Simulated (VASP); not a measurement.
# Al8H in VASP: further runs

Runs on Al8H. Level: PBE. Tasks: single point.

All numbers are computed with VASP 6.6.1; they aren't measurements. Logs are shortened: lines on timing, memory, paths and dates and some standing lists are left out, and cuts for length are marked.

**1. The cell of the first run**

The cell holds a slab with vacuum, 18 atoms: a = 5.714 Å, b = 8.080 Å, c = 22.243 Å, α = 90.00°, β = 90.00°, γ = 90.00°.

**2. Single point, PBE**

Input file INCAR:

```
SYSTEM = Al8H
PREC     = Accurate       ! precision mode
ENCUT    = 520            ! plane-wave cutoff, eV
EDIFF    = 1E-6           ! SCF threshold, eV
ISMEAR   = 0              ! smearing method
SIGMA    = 0.1            ! smearing width, eV
LREAL    = Auto         
LASPH    = .True.         ! aspherical terms in the spheres
NELM     = 100            ! most SCF steps
ALGO     = Normal         ! electronic algorithm
ISIF     = 2              ! what is computed and relaxed
LWAVE    = .False.        ! write WAVECAR
LCHARG   = .True.         ! write CHGCAR
LDIPOL   = .True.       
IDIPOL   = 3            
DIPOL    = 0.5 0.5 0.289
GGA      = PE             ! functional
LELF     = .True.         ! ELF
LVHAR    = .True.       
LVACPOTAV= .True.       
NBANDS   = 40             ! bands
```

Input file KPOINTS:

```
regular mesh
0
Gamma
  5 4 1
  0 0 0
```

Input file POSCAR:

```
Al8H
1.0
    5.7135165837      0.0000000000      0.0000000000
    0.0000000000      8.0801326415      0.0000000000
    0.0000000000      0.0000000000     22.2432786975
Al H
16 2
Direct
    0.2500000000      0.2500000000      0.1798296040
    0.2500000000      0.7500000000      0.1798296040
    0.7500000000      0.2500000000      0.1798296040
    0.7500000000      0.7500000000      0.1798296040
    0.0000000000      0.0000000000      0.2440458181
    0.0000000000      0.5000000000      0.2440458181
    0.5000000000      0.0000000000      0.2440458181
    0.5000000000      0.5000000000      0.2440458181
    0.2500000000      0.2500000000      0.3102598702
    0.2500000000      0.7500000000      0.3102598702
    0.7500000000      0.2500000000      0.3102598702
    0.7500000000      0.7500000000      0.3102598702
    0.0000000000      0.0000000000      0.3705963860
    0.0000000000      0.5000000000      0.3705963860
    0.5000000000      0.0000000000      0.3705963860
    0.5000000000      0.5000000000      0.3705963860
    0.2500000000      0.2097778880      0.3908272164
    0.2500000000      0.2902221120      0.3908272164
```

Potentials or basis: VASP PAW PBE potentials, release 64 (Al, H).

Command:

```sh
$ cat potpaw_PBE.64/Al/POTCAR potpaw_PBE.64/H/POTCAR > POTCAR
$ mpirun -np 1 vasp_std > vasp.out
```

OUTCAR:

```text
SYSTEM = Al8H
   PREC = Accurate
   ENCUT = 520
   EDIFF = 1E-6
   ISMEAR = 0
   LREAL = Auto
   LASPH = .True.
   NELM = 100
   ISIF = 2
   GGA = PE

 ion  position               nearest neighbor table
   1  0.250  0.250  0.180-   3 2.86   3 2.86   6 2.86   7 2.86   8 2.86   5 2.86   9 2.90
   2  0.250  0.750  0.180-   4 2.86   4 2.86   6 2.86   7 2.86   8 2.86   5 2.86  10 2.90
   3  0.750  0.250  0.180-   1 2.86   1 2.86   6 2.86   7 2.86   8 2.86   5 2.86  11 2.90
   4  0.750  0.750  0.180-   2 2.86   2 2.86   6 2.86   7 2.86   8 2.86   5 2.86  12 2.90
   5  0.000  0.000  0.244-  13 2.81   7 2.86   7 2.86   4 2.86   1 2.86   2 2.86   3 2.86  11 2.88
                            12 2.88   9 2.88  10 2.88
   6  0.000  0.500  0.244-  14 2.81   8 2.86   8 2.86   4 2.86   1 2.86   2 2.86   3 2.86  11 2.88
                            12 2.88   9 2.88  10 2.88
   7  0.500  0.000  0.244-  15 2.81   5 2.86   5 2.86   4 2.86   1 2.86   2 2.86   3 2.86  11 2.88
                            12 2.88   9 2.88  10 2.88
   8  0.500  0.500  0.244-  16 2.81   6 2.86   6 2.86   4 2.86   1 2.86   2 2.86   3 2.86  11 2.88
                            12 2.88   9 2.88  10 2.88
   9  0.250  0.250  0.310-  17 1.82  18 1.82  15 2.81  16 2.81  13 2.81  14 2.81  11 2.86  11 2.86
                             5 2.88   6 2.88   7 2.88   8 2.88   1 2.90
  10  0.250  0.750  0.310-  13 2.81  14 2.81  15 2.81  16 2.81  12 2.86  12 2.86   7 2.88   8 2.88
                             5 2.88   6 2.88   2 2.90
  11  0.750  0.250  0.310-  13 2.81  14 2.81  15 2.81  16 2.81   9 2.86   9 2.86   7 2.88   8 2.88
                             5 2.88   6 2.88   3 2.90
  12  0.750  0.750  0.310-  13 2.81  14 2.81  15 2.81  16 2.81  10 2.86  10 2.86   7 2.88   8 2.88
                             5 2.88   6 2.88   4 2.90
  13  0.000  0.000  0.371-   9 2.81  10 2.81  11 2.81  12 2.81   5 2.81  15 2.86  15 2.86
  14  0.000  0.500  0.371-   9 2.81  10 2.81  11 2.81  12 2.81   6 2.81  16 2.86  16 2.86
  15  0.500  0.000  0.371-   9 2.81  10 2.81  11 2.81  12 2.81   7 2.81  13 2.86  13 2.86
  16  0.500  0.500  0.371-   9 2.81  10 2.81  11 2.81  12 2.81   8 2.81  14 2.86  14 2.86
  17  0.250  0.210  0.391-  18 0.65   9 1.82
  18  0.250  0.290  0.391-  17 0.65   9 1.82

  LATTYP: Found a simple orthorhombic cell.
 ALAT       =     5.7135165837
 B/A-ratio  =     1.4142135624
 C/A-ratio  =     3.8930977747

  Lattice vectors:

 A1 = (   5.7135165837,   0.0000000000,   0.0000000000)
 A2 = (   0.0000000000,   8.0801326415,   0.0000000000)
 A3 = (   0.0000000000,   0.0000000000,  22.2432786975)

Analysis of symmetry for initial positions (statically):
=====================================================================
 Subroutine PRICEL returns:
 Original cell was already a primitive cell.

 Routine SETGRP: Setting up the symmetry group for a
 simple orthorhombic supercell.

 Subroutine GETGRP returns: Found  4 space group operations
 (whereof  1 operations were pure point group operations)
 out of a pool of  8 trial point group operations.

The static configuration has the point symmetry C_1 .
 The point group associated with its full space group is C_2v.

Analysis of symmetry for dynamics (positions and initial velocities):
=====================================================================
 Subroutine PRICEL returns:
 Original cell was already a primitive cell.

 Routine SETGRP: Setting up the symmetry group for a
 simple orthorhombic supercell.

 Subroutine GETGRP returns: Found  4 space group operations
 (whereof  1 operations were pure point group operations)
 out of a pool of  8 trial point group operations.

The dynamic configuration has the point symmetry C_1 .
 The point group associated with its full space group is C_2v.

 Subroutine INISYM returns: Found  4 space group operations
 (whereof  1 operations are pure point group operations),
 and found     1 'primitive' translations

----------------------------------------------------------------------------------------

                                     Primitive cell

  volume of cell :    1026.8826

  direct lattice vectors                    reciprocal lattice vectors
     5.713516584  0.000000000  0.000000000     0.175023558  0.000000000  0.000000000
     0.000000000  8.080132642  0.000000000     0.000000000  0.123760345  0.000000000
     0.000000000  0.000000000 22.243278697     0.000000000  0.000000000  0.044957401

  length of vectors
     5.713516584  8.080132642 22.243278697     0.175023558  0.123760345  0.044957401

  position of ions in fractional coordinates (direct lattice)
     0.250000000  0.250000000  0.179829604
     0.250000000  0.750000000  0.179829604
     0.750000000  0.250000000  0.179829604
[... 51 lines left out ...]

  Length of vectors
     0.035004712  0.030940086  0.044957401

  Shift w.r.t. Gamma in fractional coordinates (k-lattice)
     0.000000000  0.000000000  0.000000000

 Subroutine IBZKPT returns following result:
 ===========================================

 Found      9 irreducible k-points:

 Following reciprocal coordinates:
            Coordinates               Weight
  0.000000  0.000000  0.000000      1.000000
  0.200000  0.000000  0.000000      2.000000
  0.400000  0.000000  0.000000      2.000000
  0.000000  0.250000  0.000000      2.000000
  0.200000  0.250000  0.000000      4.000000
  0.400000  0.250000  0.000000      4.000000
  0.000000  0.500000  0.000000      1.000000
  0.200000  0.500000  0.000000      2.000000
  0.400000  0.500000  0.000000      2.000000
   k-points           NKPTS =      9   k-points in BZ     NKDIM =      9   number of bands    NBANDS=     40
   number of dos      NEDOS =    301   number of ions     NIONS =     18
   total plane-waves  NPLWV = 423360
   dimension x,y,z NGX =    42 NGY =   60 NGZ =  168
   dimension x,y,z NGXF=    84 NGYF=  120 NGZF=  336
   ions per type =              16   2
   NGX,Y,Z   is equivalent  to a cutoff of  12.22, 12.34, 12.56 a.u.
   NGXF,Y,Z  is equivalent  to a cutoff of  24.44, 24.69, 25.11 a.u.
 SYSTEM =  Al8H
   PREC   = accura    normal or accurate (medium, high low for compatibility)
   ISTART =      0    job   : 0-new  1-cont  2-samecut
   ICHARG =      2    charge: 1-file 2-atom 10-const
   ISPIN  =      1    spin polarized calculation?
   LNONCOLLINEAR =      F non collinear calculations
   LSORBIT =      F    spin-orbit coupling
   LASPH  =      T    aspherical Exc in radial PAW
   ENCUT  =  520.0 eV  38.22 Ry    6.18 a.u.  10.62 15.02 41.36*2*pi/ulx,y,z
   NELM   =    100;   NELMIN=  2; NELMDL= -5     # of ELM steps
   EDIFF  = 0.1E-05   stopping-criterion for ELM
   LREAL  =      T    real-space projection
   EDIFFG = 0.1E-04   stopping-criterion for IOM
   NSW    =      0    number of steps for IOM
   IBRION =     -1    ionic relax: 0-MD 1-quasi-New 2-CG
   NFREE  =      0    steps in history (QN), initial steepest desc. (CG)
   ISIF   =      2    stress and relaxation
   ISYM   =      2    0-nonsym 1-usesym 2-fastsym
   POTIM  = 0.5000    time-step for ionic-motion
   TEBEG  =    0.0;   TEEND  =   0.0 temperature during run
   PSTRESS=    0.0 pullay stress
   NELECT =      50.0000    total number of electrons
   NUPDOWN=      -1.0000    fix difference up-down
   EMIN   =  10.00;   EMAX   =-10.00  energy-range for DOS
   EFERMI =   0.00;   METHOD = LEGACY
   ISMEAR =     0;   SIGMA  =   0.10  broadening in eV -4-tet -1-fermi 0-gaus
   EFERMI_NEDOS =   21; number of points for ismear=-14 and -15
   IALGO  =     38    algorithm
   IMIX   =      4    mixing-type and parameters
     AMIX     =   0.40;   BMIX     =  1.00
     AMIX_MAG =   1.60;   BMIX_MAG =  1.00
  volume/ion in A,a.u.               =      57.05       384.99
  Fermi-wavevector in a.u.,A,eV,Ry     =   0.597803  1.129683  4.862288  0.357368
  Thomas-Fermi vector in A             =   1.648667
   LORBIT       =      0    0 simple, 1 ext, 2 COOP (PROOUT), +10 PAW based schemes
   GGA     = PE    functional components
   LHFCALC =     F    Hartree Fock is set to
   AEXX    =    0.0000 exact exchange contribution
   IVDW    =     0    specifies the selected vdW correction
   LEPSILON=     F    determine dielectric tensor
   LRPA    =     F    only Hartree local field effects (RPA)
 non-spin polarized calculation
 Gauss-broadening in eV      SIGMA  =   0.10
  energy-cutoff  :      520.00
  volume of cell :     1026.88
 maximum number of plane-waves:     27706
   NGX = 21   NGY = 31   NGZ = 83

 dipolmoment           0.000000      0.000000      0.059263 electrons x Angstroem

 number of electron      49.9999998 magnetization

 dipolmoment           0.000000      0.000000     -0.017993 electrons x Angstroem

 Free energy of the ion-electron system (eV)
  ---------------------------------------------------
  ext. energy  EPLUGINS =         0.00000000
  ---------------------------------------------------
  free energy    TOTEN  =       -59.44580734 eV

  energy without entropy =      -59.41611319  energy(sigma->0) =      -59.43096027

 E-fermi :  -0.8191     XC(G=0):  -3.5912

 val. band max:       -0.8234638384   @ k =   0.2000   0.5000   0.0000
 cond. band min:      -0.8153777302   @ k =   0.0000   0.0000   0.0000
 fundamental gap:      0.0080861082
 Fermi energy:        -0.8191211118

 k-point     1 :       0.0000    0.0000    0.0000
  band No.  band energies     occupation
      1     -12.4725      2.00000
      2     -10.7213      2.00000
      3      -8.9493      2.00000
      4      -8.7592      2.00000
      5      -8.1771      2.00000
      6      -6.6937      2.00000
[... 349 lines left out ...]
     36       1.7171      0.00000
     37       2.0731      0.00000
 [bands above 37 left out]

------------------------ aborting loop because EDIFF is reached ----------------------------------------

  FORCE on cell =-STRESS in cart. coord.  units (eV):
  Direction    XX          YY          ZZ          XY          YZ          ZX
  --------------------------------------------------------------------------------------
  -------------------------------------------------------------------------------------
  Total      -10.1746110      4.7425806      1.7967603      0.0000000      0.0000000      0.0000000
  in kB      -15.8747762      7.3995365      2.8033669      0.0000000      0.0000000      0.0000000
  external PRESSURE =      -1.8906242 kB  Pullay stress =       0.0000000 kB

 VOLUME and BASIS-vectors are now :
 -----------------------------------------------------------------------------
  energy-cutoff  :      520.00
  volume of cell :     1026.88
      direct lattice vectors                 reciprocal lattice vectors
     5.713516584  0.000000000  0.000000000     0.175023558  0.000000000  0.000000000
     0.000000000  8.080132642  0.000000000     0.000000000  0.123760345  0.000000000
     0.000000000  0.000000000 22.243278697     0.000000000  0.000000000  0.044957401

 POSITION                                       TOTAL-FORCE (eV/Angst)
 -----------------------------------------------------------------------------------
      1.42838      2.02003      4.00000        -0.000000      0.000000      0.196338
      1.42838      6.06010      4.00000        -0.000000      0.000000      0.212073
      4.28514      2.02003      4.00000        -0.000000      0.000000      0.242509
      4.28514      6.06010      4.00000        -0.000000      0.000000      0.276471
      0.00000      0.00000      5.42838        -0.004692      0.003389     -0.285591
      0.00000      4.04007      5.42838        -0.004692     -0.003389     -0.285591
[... 10 lines left out ...]
      1.42838      1.69503      8.69328        -0.000000     -6.809368      0.963397
      1.42838      2.34503      8.69328        -0.000000      6.809368      0.963397
 -----------------------------------------------------------------------------------
    total drift:                               -0.000000     -0.000000     -0.014158

  FREE ENERGIE OF THE ION-ELECTRON SYSTEM (eV)
  ---------------------------------------------------
  free  energy   TOTEN  =       -59.4458073393 eV

  energy  without entropy=      -59.4161131929  energy(sigma->0) =      -59.43096027

 vacuum level on the upper side and lower side of the slab         3.164         3.235
```

Wall time 20 min (1 thread of Intel Xeon 8259CL, shared host); peak memory 0.9 GiB.

Results:

| Property | Result |
| --- | --- |
| Free energy | -59.4458 eV |
| Largest force | 6.877 eV/Å |
| Band gap on the k mesh | zero (bands 25 and 26 overlap by 0.43 eV) |

Forces on the atoms (eV/Å):
```
Al   0.000  0.000  0.196
Al   0.000  0.000  0.212
Al   0.000  0.000  0.243
Al   0.000  0.000  0.276
Al  -0.005  0.003 -0.286
Al  -0.005 -0.003 -0.286
Al   0.005  0.003 -0.286
Al   0.005 -0.003 -0.286
Al   0.000  0.000 -1.433
Al   0.000  0.000  0.044
Al   0.000  0.000  0.109
Al   0.000  0.000  0.016
Al  -0.282 -0.509 -0.112
Al  -0.282  0.509 -0.112
Al   0.282 -0.509 -0.112
Al   0.282  0.509 -0.112
H    0.000 -6.809  0.963
H    0.000  6.809  0.963
```

Levels at points of the mesh, in eV from the Fermi level:
| k point | band 21 | band 22 | band 23 | band 24 | band 25 | band 26 | band 27 | band 28 | band 29 | band 30 |
| --- | --- | --- | --- | --- | --- | --- | --- | --- | --- | --- |
| (0.00, 0.00, 0.00) | -1.73 | -1.54 | -0.80 | -0.65 | -0.37 | -0.28 | 0.00 | 0.19 | 1.13 | 1.20 |
| (0.00, 0.50, 0.00) | -1.25 | -1.02 | -0.99 | -0.94 | -0.65 | 0.05 | 0.07 | 0.19 | 0.28 | 0.97 |

**3. Single point, PBE**

Input file INCAR:

```
SYSTEM = Al8H
  ALGO = Normal
  DIPOL = 0.5 0.5 0.292
  EDIFF = 1E-6
  ENCUT = 520
  GGA = PE
  IDIPOL = 3
  ISIF = 2
  ISMEAR = 0
  LASPH = .TRUE.
  LCHARG = .TRUE.
  LDIPOL = .TRUE.
  LELF = .TRUE.
  LREAL = Auto
  LVACPOTAV = .TRUE.
  LVHAR = .TRUE.
  LWAVE = .FALSE.
  NBANDS = 40
  NELM = 80
  PREC = Accurate
  SIGMA = 0.1
```

Input file KPOINTS:

```
k-points
0
G
  5 4 1
  0 0 0
```

Edit POSCAR of step 2 so:

```diff
@@ -24,3 +24,3 @@
     0.5000000000      0.5000000000      0.3705963860
-    0.2500000000      0.2097778880      0.3908272164
-    0.2500000000      0.2902221120      0.3908272164
+    0.2500000000      0.2097778880      0.4195999531
+    0.2500000000      0.2902221120      0.4195999531
```

Potentials or basis: VASP PAW PBE potentials, release 64 (Al, H).

Command:

```sh
$ cat potpaw_PBE.64/Al/POTCAR potpaw_PBE.64/H/POTCAR > POTCAR
$ mpirun -np 1 vasp_std > vasp.out
```

Run time: 20 min. Hardware: 1 thread of Intel Xeon 8259CL, shared host; peak memory 0.9 GiB.

Results (log left out):

```
Free energy            : -60.4196 eV
Largest force          : 5.580 eV/Å
Band gap on the k mesh : zero (bands 25 and 26 overlap by 0.52 eV)
```

Forces on the atoms (eV/Å):
```
Al   0.000  0.000  0.225
Al   0.000  0.000  0.173
Al   0.000  0.000  0.200
Al   0.000  0.000  0.171
Al  -0.010 -0.030 -0.253
Al  -0.010  0.030 -0.253
Al   0.010 -0.030 -0.253
Al   0.010  0.030 -0.253
Al   0.000  0.000 -0.558
Al   0.000  0.000 -0.016
Al   0.000  0.000  0.070
Al   0.000  0.000 -0.025
Al  -0.144 -0.257 -0.114
Al  -0.144  0.257 -0.114
Al   0.144 -0.257 -0.114
Al   0.144  0.257 -0.114
H    0.000 -5.546  0.614
H    0.000  5.546  0.614
```

Levels at points of the mesh, in eV from the Fermi level:
```tsv
k point	band 22	band 23	band 24	band 25	band 26	band 27	band 28	band 29
(0.00, 0.00, 0.00)	-1.37	-0.78	-0.74	-0.49	-0.24	-0.03	0.13	1.15
(0.00, 0.50, 0.00)	-0.97	-0.96	-0.90	-0.82	0.11	0.15	0.22	0.27
```

The gap in the log of VASP goes by the Fermi energy; the results here count the filled bands.